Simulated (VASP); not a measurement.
**La2O3 (dscan): single point with r2SCAN**

The system is La2O3 (dscan).

```
La O
1.0
     3.93520    0.00000    0.00000
    -1.96760    3.40798    0.00000
     0.00000    0.00000    6.12577
La O
2 3
Direct
  0.66667 0.33333 0.75388
  0.33333 0.66667 0.24612
  0.66667 0.33333 0.35388
  0.33333 0.66667 0.64612
  0.00000 0.00000 0.00000
```

* Program: VASP 6.6.1
* Task: single point
* Functional: r2SCAN
* Potentials or basis: VASP PAW PBE potentials, release 64 (La, O)
* Cutoff: 520 eV
* k mesh: 6 × 6 × 4
* Occupations: gaussian, width 0.02 eV
* Spin: no spin polarisation
* Dipole correction: no
* Further INCAR settings: ALGO = Normal; EDIFF = 1e-06; NBANDS = 28

```yaml
Pressure: -0.5 GPa
Largest_force: 0.026 eV/Å
Band_gap_on_the_k_mesh: 4.24 eV, indirect (least direct gap 4.36 eV)
```

Forces on the atoms (eV/Å):
```
La   0.000  0.000 -0.026
La   0.000  0.000  0.026
O    0.000  0.000 -0.006
O    0.000  0.000  0.006
O    0.000  0.000  0.000
```

Stress tensor (GPa, compression positive):
```
-0.52  0.00  0.00
 0.00 -0.52  0.00
 0.00  0.00 -0.41
```

Levels at points of the mesh, in eV from the valence-band top:
```csv
k point,band 17,band 18,band 19,band 20,band 21,band 22,band 23,band 24
"(0.00, 0.00, 0.00)",-1.64,-0.38,-0.38,-0.11,4.78,5.11,5.11,5.74
"(0.50, 0.00, 0.00)",-0.74,-0.67,-0.42,-0.30,4.30,5.26,5.77,5.81
"(0.00, 0.00, 0.50)",-0.99,-0.76,-0.28,-0.28,5.23,5.27,5.27,5.52
"(0.50, 0.00, 0.50)",-0.96,-0.70,-0.37,0.00,4.92,5.08,5.70,5.81
```

Wall time 5.1 min on 1 thread of Intel(R) Xeon(R) Platinum 8375C CPU @ 2.90GHz (Ice Lake), with other jobs on the host, peak memory 0.23 GiB.

Caveat: the PAW data sets were made with another functional, which shifts forces and pressure a little; spin-orbit coupling is left out, which moves the levels of the heavy elements. A k mesh can miss the band edges.
